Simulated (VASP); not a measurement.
# Cl (Fm-3m) in VASP: a series of runs

Runs on Cl. Level: PBE. Tasks: single point.

Everything below comes from runs of VASP 6.6.1. Logs are shortened: lines on timing, memory, paths and dates and some standing lists are left out, and cuts for length are marked.

### Step 1. The cell of the first run

Symmetry: Fm-3m, No. 225, cubic system. Conventional cell: a = 3.902 Å, b = 3.902 Å, c = 3.902 Å, α = 90.00°, β = 90.00°, γ = 90.00°. Within 3.6 Å of Cl (site symmetry m-3m) lie 12 Cl at 2.76 Å.

### Step 2. Single point, PBE (volume scaled by 0.7)

INCAR reads:

```
PREC     = Accurate       # precision mode
ENCUT    = 520            # plane-wave cutoff, eV
EDIFF    = 1E-6           # SCF threshold, eV
ISMEAR   = -1             # smearing method
SIGMA    = 0.05           # smearing width, eV
LREAL    = F              # projectors in reciprocal space
LASPH    = T              # aspherical terms in the spheres
NELM     = 80             # most SCF steps
ALGO     = Normal         # electronic algorithm
ISIF     = 2              # what is computed and relaxed
LWAVE    = F              # write WAVECAR
LCHARG   = T              # write CHGCAR
GGA      = PE             # functional
LELF     = T              # ELF
LVHAR    = T            
NBANDS   = 10             # bands
```

KPOINTS reads:

```
Automatic mesh
0
Gamma
  15 15 15
```

POSCAR reads:

```
Cl
1.0
    0.0000000000      1.9512459788      1.9512459788
    1.9512459788      0.0000000000      1.9512459788
    1.9512459788      1.9512459788      0.0000000000
Cl
1
Direct
    0.0000000000      0.0000000000      0.0000000000
```

Potentials or basis: VASP PAW PBE potentials, release 64 (Cl).

On the command line:

```sh
$ cat potpaw_PBE.64/Cl/POTCAR > POTCAR
$ mpirun -np 1 vasp_std > vasp.out
```

OUTCAR:

```text
PREC = Accurate
   ENCUT = 520
   EDIFF = 1E-6
   ISMEAR = -1
   LREAL = F
   LASPH = T
   NELM = 80
   ISIF = 2
   GGA = PE

 ion  position               nearest neighbor table
   1  0.000  0.000  0.000-

  LATTYP: Found a face centered cubic cell.
 ALAT       =     3.9024919576

  Lattice vectors:

 A1 = (   0.0000000000,   1.9512459788,   1.9512459788)
 A2 = (   1.9512459788,   0.0000000000,   1.9512459788)
 A3 = (   1.9512459788,   1.9512459788,   0.0000000000)

Analysis of symmetry for initial positions (statically):
=====================================================================
 Subroutine PRICEL returns:
 Original cell was already a primitive cell.

 Routine SETGRP: Setting up the symmetry group for a
 face centered cubic supercell.

 Subroutine GETGRP returns: Found 48 space group operations
 (whereof 48 operations were pure point group operations)
 out of a pool of 48 trial point group operations.

The static configuration has the point symmetry O_h .

Analysis of symmetry for dynamics (positions and initial velocities):
=====================================================================
 Subroutine PRICEL returns:
 Original cell was already a primitive cell.

 Routine SETGRP: Setting up the symmetry group for a
 face centered cubic supercell.

 Subroutine GETGRP returns: Found 48 space group operations
 (whereof 48 operations were pure point group operations)
 out of a pool of 48 trial point group operations.

The dynamic configuration has the point symmetry O_h .

 Subroutine INISYM returns: Found 48 space group operations
 (whereof 48 operations are pure point group operations),
 and found     1 'primitive' translations

----------------------------------------------------------------------------------------

                                     Primitive cell

  volume of cell :      14.8582

  direct lattice vectors                    reciprocal lattice vectors
     0.000000000  1.951245979  1.951245979    -0.256246524  0.256246524  0.256246524
     1.951245979  0.000000000  1.951245979     0.256246524 -0.256246524  0.256246524
     1.951245979  1.951245979  0.000000000     0.256246524  0.256246524 -0.256246524

  length of vectors
     2.759478527  2.759478527  2.759478527     0.443831999  0.443831999  0.443831999

  position of ions in fractional coordinates (direct lattice)
     0.000000000  0.000000000  0.000000000

  ion indices of the primitive-cell ions
   primitive index   ion index
                 1           1

----------------------------------------------------------------------------------------

 KPOINTS: Automatic mesh

Automatic generation of k-mesh.
 Grid dimensions read from file:
 generate k-points for:   15   15   15

 Generating k-lattice:

  Cartesian coordinates                     Fractional coordinates (reciprocal lattice)
    -0.017083102  0.017083102  0.017083102     0.066666667  0.000000000  0.000000000
     0.017083102 -0.017083102  0.017083102     0.000000000  0.066666667  0.000000000
     0.017083102  0.017083102 -0.017083102     0.000000000  0.000000000  0.066666667

  Length of vectors
     0.029588800  0.029588800  0.029588800

  Shift w.r.t. Gamma in fractional coordinates (k-lattice)
     0.000000000  0.000000000  0.000000000

 Subroutine IBZKPT returns following result:
 ===========================================

 Found    120 irreducible k-points:

 Following reciprocal coordinates:
            Coordinates               Weight
  0.000000  0.000000  0.000000      1.000000
  0.066667  0.000000  0.000000      8.000000
  0.133333  0.000000  0.000000      8.000000
  0.200000  0.000000  0.000000      8.000000
  0.266667  0.000000  0.000000      8.000000
  0.333333  0.000000  0.000000      8.000000
[... 16 lines left out ...]
  0.133333  0.133333  0.000000      6.000000
  0.200000  0.133333  0.000000     24.000000
 [... further k-points ...]
   k-points           NKPTS =    120   k-points in BZ     NKDIM =    120   number of bands    NBANDS=     10
   number of dos      NEDOS =    301   number of ions     NIONS =      1
   total plane-waves  NPLWV =  13824
   dimension x,y,z NGX =    24 NGY =   24 NGZ =   24
   dimension x,y,z NGXF=    48 NGYF=   48 NGZF=   48
   ions per type =               1
   NGX,Y,Z   is equivalent  to a cutoff of  14.46, 14.46, 14.46 a.u.
   NGXF,Y,Z  is equivalent  to a cutoff of  28.92, 28.92, 28.92 a.u.
 SYSTEM =  unknown system
   PREC   = accura    normal or accurate (medium, high low for compatibility)
   ISTART =      0    job   : 0-new  1-cont  2-samecut
   ICHARG =      2    charge: 1-file 2-atom 10-const
   ISPIN  =      1    spin polarized calculation?
   LNONCOLLINEAR =      F non collinear calculations
   LSORBIT =      F    spin-orbit coupling
   LASPH  =      T    aspherical Exc in radial PAW
   ENCUT  =  520.0 eV  38.22 Ry    6.18 a.u.   5.13  5.13  5.13*2*pi/ulx,y,z
   NELM   =     80;   NELMIN=  2; NELMDL= -5     # of ELM steps
   EDIFF  = 0.1E-05   stopping-criterion for ELM
   LREAL  =      F    real-space projection
   EDIFFG = 0.1E-04   stopping-criterion for IOM
   NSW    =      0    number of steps for IOM
   IBRION =     -1    ionic relax: 0-MD 1-quasi-New 2-CG
   NFREE  =      0    steps in history (QN), initial steepest desc. (CG)
   ISIF   =      2    stress and relaxation
   ISYM   =      2    0-nonsym 1-usesym 2-fastsym
   POTIM  = 0.5000    time-step for ionic-motion
   TEBEG  =    0.0;   TEEND  =   0.0 temperature during run
   PSTRESS=    0.0 pullay stress
   NELECT =       7.0000    total number of electrons
   NUPDOWN=      -1.0000    fix difference up-down
   EMIN   =  10.00;   EMAX   =-10.00  energy-range for DOS
   EFERMI =   0.00;   METHOD = LEGACY
   ISMEAR =    -1;   SIGMA  =   0.05  broadening in eV -4-tet -1-fermi 0-gaus
   EFERMI_NEDOS =   21; number of points for ismear=-14 and -15
   IALGO  =     38    algorithm
   IMIX   =      4    mixing-type and parameters
     AMIX     =   0.40;   BMIX     =  1.00
     AMIX_MAG =   1.60;   BMIX_MAG =  1.00
  volume/ion in A,a.u.               =      14.86       100.27
  Fermi-wavevector in a.u.,A,eV,Ry     =   1.273852  2.407230 22.078144  1.622698
  Thomas-Fermi vector in A             =   2.406652
   LORBIT       =      0    0 simple, 1 ext, 2 COOP (PROOUT), +10 PAW based schemes
   GGA     = PE    functional components
[... 5 lines left out ...]
 non-spin polarized calculation
  energy-cutoff  :      520.00
  volume of cell :       14.86
 maximum number of plane-waves:       415
 NGX is ok and might be reduce to    24
   NGX = 11   NGY = 11   NGZ = 11

 number of electron       6.9999999 magnetization

 Free energy of the ion-electron system (eV)
  ---------------------------------------------------
  ext. energy  EPLUGINS =         0.00000000
  ---------------------------------------------------
  free energy    TOTEN  =        -0.54694564 eV

  energy without entropy =       -0.53776604  energy(sigma->0) =       -0.54235584

 E-fermi :   6.6294     XC(G=0): -11.3828

 val. band max:        6.6223740316   @ k =   0.4000   0.2000   0.0667
 cond. band min:       6.6336292826   @ k =   0.3333   0.1333   0.0000
 fundamental gap:      0.0112552510
 Fermi energy:         6.6293710931

 k-point     1 :       0.0000    0.0000    0.0000
  band No.  band energies     occupation
      1     -11.7560      2.00000
      2       8.1359      0.00000
      3       8.1359      0.00000
      4       8.1359      0.00000
      5      19.9486      0.00000
      6      20.4493      0.00000
      7      20.4493      0.00000
      8      20.4493      0.00000
      9      25.7488      0.00000
     10      25.7488      0.00000

 k-point     2 :       0.0667    0.0000    0.0000
  band No.  band energies     occupation
      1     -11.6589      2.00000
      2       7.6478      0.00000
      3       8.0785      0.00000
      4       8.0785      0.00000
      5      19.9797      0.00000
      6      20.5065      0.00000
      7      20.6116      0.00000
      8      20.6116      0.00000
      9      25.4471      0.00000
     10      25.4471      0.00000

 k-point     3 :       0.1333    0.0000    0.0000
  band No.  band energies     occupation
      1     -11.3715      2.00000
      2       6.3893      1.98368
      3       7.9235      0.00000
      4       7.9235      0.00000
      5      19.2708      0.00000
      6      20.9873      0.00000
      7      20.9873      0.00000
      8      21.5715      0.00000
      9      24.8800      0.00000
     10      24.8800      0.00000

 k-point     4 :       0.2000    0.0000    0.0000
  band No.  band energies     occupation
      1     -10.9069      2.00000
      2       4.7348      2.00000
      3       7.7125      0.00000
      4       7.7125      0.00000
      5      18.4758      0.00000
      6      21.1862      0.00000
      7      21.1862      0.00000
      8      23.0128      0.00000
      9      24.7608      0.00000
     10      24.7608      0.00000

 k-point     5 :       0.2667    0.0000    0.0000
  band No.  band energies     occupation
      1     -10.2933      2.00000
      2       2.9766      2.00000
      3       7.4915      0.00000
      4       7.4915      0.00000
      5      17.7951      0.00000
      6      20.8861      0.00000
      7      20.8861      0.00000
      8      24.4467      0.00000
      9      25.5547      0.00000
     10      25.5547      0.00000

 k-point     6 :       0.3333    0.0000    0.0000
  band No.  band energies     occupation
      1      -9.5871      2.00000
      2       1.3230      2.00000
      3       7.2983      0.00000
      4       7.2983      0.00000
      5      17.2802      0.00000
      6      20.3743      0.00000
      7      20.3743      0.00000
      8      25.3911      0.00000
      9      26.9735      0.00000
     10      26.9735      0.00000
[... 183 lines left out ...]
 k-point    21 :      -0.1333    0.0667    0.0000
  band No.  band energies     occupation
      1     -11.1515      2.00000
      2       5.7876      2.00000
      3       7.3418      0.00000
      4       8.0074      0.00000
      5      19.1909      0.00000
      6      20.8665      0.00000
      7      21.1232      0.00000
      8      22.1513      0.00000
      9      23.8166      0.00000
     10      25.7201      0.00000

 k-point    22 :      -0.0667    0.0667    0.0000
  band No.  band energies     occupation
      1     -11.4983      2.00000
      2       7.0616      0.00035
      3       7.7143      0.00000
      4       8.1042      0.00000
      5      19.8218      0.00000
      6      20.3674      0.00000
      7      20.7512      0.00000
      8      21.4190      0.00000
      9      24.5962      0.00000
     10      25.5588      0.00000

 k-point    23 :       0.1333    0.1333    0.0000
  band No.  band energies     occupation
      1     -11.2429      2.00000
      2       6.7093      0.33633
      3       7.4080      0.00000
      4       7.4080      0.00000
      5      18.5893      0.00000
      6      20.7454      0.00000
      7      21.8425      0.00000
      8      21.8425      0.00000
      9      23.6002      0.00000
     10      26.2705      0.00000

 k-point    24 :       0.2000    0.1333    0.0000
  band No.  band energies     occupation
      1     -10.8998      2.00000
      2       5.6232      2.00000
      3       7.0964      0.00018
      4       7.2246      0.00001
      5      18.0885      0.00000
      6      20.2887      0.00000
      7      21.9786      0.00000
      8      22.4280      0.00000
      9      24.4269      0.00000
     10      26.4523      0.00000

 [... further k-points ...]
[... 5 lines left out ...]
  --------------------------------------------------------------------------------------
  -------------------------------------------------------------------------------------
  Total        2.4957733      2.4957733      2.4957733      0.0000000      0.0000000     -0.0000000
  in kB      269.1222837    269.1222837    269.1222837      0.0000000      0.0000000     -0.0000000
  external PRESSURE =     269.1222837 kB  Pullay stress =       0.0000000 kB

 VOLUME and BASIS-vectors are now :
 -----------------------------------------------------------------------------
  energy-cutoff  :      520.00
  volume of cell :       14.86
      direct lattice vectors                 reciprocal lattice vectors
     0.000000000  1.951245979  1.951245979    -0.256246524  0.256246524  0.256246524
     1.951245979  0.000000000  1.951245979     0.256246524 -0.256246524  0.256246524
     1.951245979  1.951245979  0.000000000     0.256246524  0.256246524 -0.256246524

 POSITION                                       TOTAL-FORCE (eV/Angst)
 -----------------------------------------------------------------------------------
      0.00000      0.00000      0.00000         0.000000      0.000000     -0.000000
 -----------------------------------------------------------------------------------
    total drift:                               -0.000000      0.000000      0.000000

  FREE ENERGIE OF THE ION-ELECTRON SYSTEM (eV)
  ---------------------------------------------------
  free  energy   TOTEN  =        -0.5469456426 eV

  energy  without entropy=       -0.5377660432  energy(sigma->0) =       -0.54235584
```

Wall time 38 s (1 thread of AMD EPYC, shared host); peak memory 0.11 GiB.

What came out:

```yaml
Free_energy: -0.5469 eV
Pressure: 26.9 GPa
```

Levels at points of the mesh, in eV from the Fermi level:
| k point | band 1 | band 2 | band 3 | band 4 | band 5 | band 6 | band 7 | band 8 |
| --- | --- | --- | --- | --- | --- | --- | --- | --- |
| (0.00, 0.00, 0.00) | -18.39 | 1.51 | 1.51 | 1.51 | 13.32 | 13.82 | 13.82 | 13.82 |

Caveat: an odd number of electrons without spin polarisation forces a metal; a magnetic or distorted state may lie lower.

### Step 3. Single point, PBE (volume scaled by 0.8)

INCAR reads:

```
  ALGO = Normal
  EDIFF = 1E-6
  ENCUT = 520
  GGA = PE
  ISIF = 2
  ISMEAR = -1
  LASPH = T
  LCHARG = F
  LREAL = F
  LWAVE = F
  NBANDS = 10
  NELM = 60
  PREC = Accurate
  SIGMA = 0.05
```

KPOINTS reads:

```
k-points
0
Gamma
  15 15 15
```

POSCAR reads:

```
Cl
1.0
    0.0000000000      2.0400587291      2.0400587291
    2.0400587291      0.0000000000      2.0400587291
    2.0400587291      2.0400587291      0.0000000000
Cl
1
Direct
    0.0000000000      0.0000000000      0.0000000000
```

Potentials or basis: VASP PAW PBE potentials, release 64 (Cl).

On the command line:

```sh
$ cat potpaw_PBE.64/Cl/POTCAR > POTCAR
$ mpirun -np 1 vasp_std > vasp.out
```

Run time: 34 s. Hardware: 1 thread of AMD EPYC, shared host; peak memory 0.11 GiB.

It converged, with:

- Free energy: -0.7967 eV
- Pressure: 12.1 GPa

Levels at points of the mesh, in eV from the Fermi level:
| k point | band 1 | band 2 | band 3 | band 4 | band 5 | band 6 | band 7 | band 8 |
| --- | --- | --- | --- | --- | --- | --- | --- | --- |
| (0.00, 0.00, 0.00) | -17.03 | 1.19 | 1.19 | 1.19 | 11.81 | 13.96 | 13.96 | 13.96 |

Caveat: an odd number of electrons without spin polarisation forces a metal; a magnetic or distorted state may lie lower.

### Step 4. Single point, PBE (volume scaled by 0.8)

INCAR reads:

```
SYSTEM = Cl
ALGO     = Normal         ! electronic algorithm
EDIFF    = 1E-6           ! SCF threshold, eV
ENCUT    = 520            ! plane-wave cutoff, eV
GGA      = PE             ! functional
ISIF     = 2              ! what is computed and relaxed
ISMEAR   = -1             ! smearing method
LASPH    = .True.         ! aspherical terms in the spheres
LCHARG   = .False.        ! write CHGCAR
LREAL    = .False.        ! projectors in reciprocal space
LWAVE    = .False.        ! write WAVECAR
NBANDS   = 10             ! bands
NELM     = 60             ! most SCF steps
PREC     = Accurate       ! precision mode
SIGMA    = 0.05           ! smearing width, eV
```

KPOINTS reads:

```
k-points
0
Gamma
  15 15 15
  0 0 0
```

POSCAR is that of step 3.

On the command line:

```sh
$ cat potpaw_PBE.64/Cl/POTCAR > POTCAR
$ mpirun -np 1 vasp_std > vasp.out
```

It took 33 s on 1 thread of AMD EPYC, shared host; peak memory 0.11 GiB.

The run converged. Its results:

| Item | Value |
| --- | --- |
| Free energy | -0.7967 eV |
| Pressure | 12.1 GPa |

Levels at points of the mesh, in eV from the Fermi level:
| k point | band 1 | band 2 | band 3 | band 4 | band 5 | band 6 | band 7 | band 8 |
| --- | --- | --- | --- | --- | --- | --- | --- | --- |
| (0.00, 0.00, 0.00) | -17.03 | 1.19 | 1.19 | 1.19 | 11.81 | 13.96 | 13.96 | 13.96 |

Caveat: an odd number of electrons without spin polarisation forces a metal; a magnetic or distorted state may lie lower.

### Step 5. Single point, PBE (volume scaled by 0.9)

INCAR reads:

```
ALGO = Normal
EDIFF = 1E-6
ENCUT = 520
GGA = PE
ISIF = 2
ISMEAR = -1
LASPH = True
LCHARG = False
LREAL = False
LWAVE = False
NBANDS = 10
NELM = 80
PREC = Accurate
SIGMA = 0.05
```

KPOINTS reads:

```
k-points
0
Gamma
  15 15 15
```

POSCAR reads:

```
Cl
1.0
    0.0000000000      2.1217465803      2.1217465803
    2.1217465803      0.0000000000      2.1217465803
    2.1217465803      2.1217465803      0.0000000000
Cl
1
Direct
    0.0000000000      0.0000000000      0.0000000000
```

On the command line:

```sh
$ cat potpaw_PBE.64/Cl/POTCAR > POTCAR
$ mpirun -np 1 vasp_std > vasp.out
```

It took 34 s on 1 thread of AMD EPYC, shared host; peak memory 0.11 GiB.

It converged, with:

```
Free energy : -0.9006 eV
Pressure    : 4.2 GPa
```

Levels at points of the mesh, in eV from the Fermi level:
```
           k point  band 1  band 2  band 3  band 4  band 5  band 6  band 7  band 8  band 9
(0.00, 0.00, 0.00)  -16.03    0.96    0.96    0.96   10.72   14.04   14.04   14.04   18.31
```

Caveat: an odd number of electrons without spin polarisation forces a metal; a magnetic or distorted state may lie lower.

### Step 6. The runs side by side

| cell | gap on the mesh (eV) | pressure (GPa) |
| --- | --- | --- |
| a = 2.759 Å, angles 60.0°, 1 atom | none | 26.9 |
| a = 2.885 Å, angles 60.0°, 1 atom | none | 12.1 |
| a = 3.001 Å, angles 60.0°, 1 atom | none | 4.2 |

Alike in all rows: task single point; level PBE; potentials or basis VASP PAW PBE potentials, release 64 (Cl); no spin polarisation; k mesh 15 × 15 × 15; cutoff (eV) 520; smearing fermi-dirac 0.05 eV.

Caveats: an odd number of electrons without spin polarisation forces a metal; a magnetic or distorted state may lie lower.

Absolute energies hang on the potentials; compare differences alone.
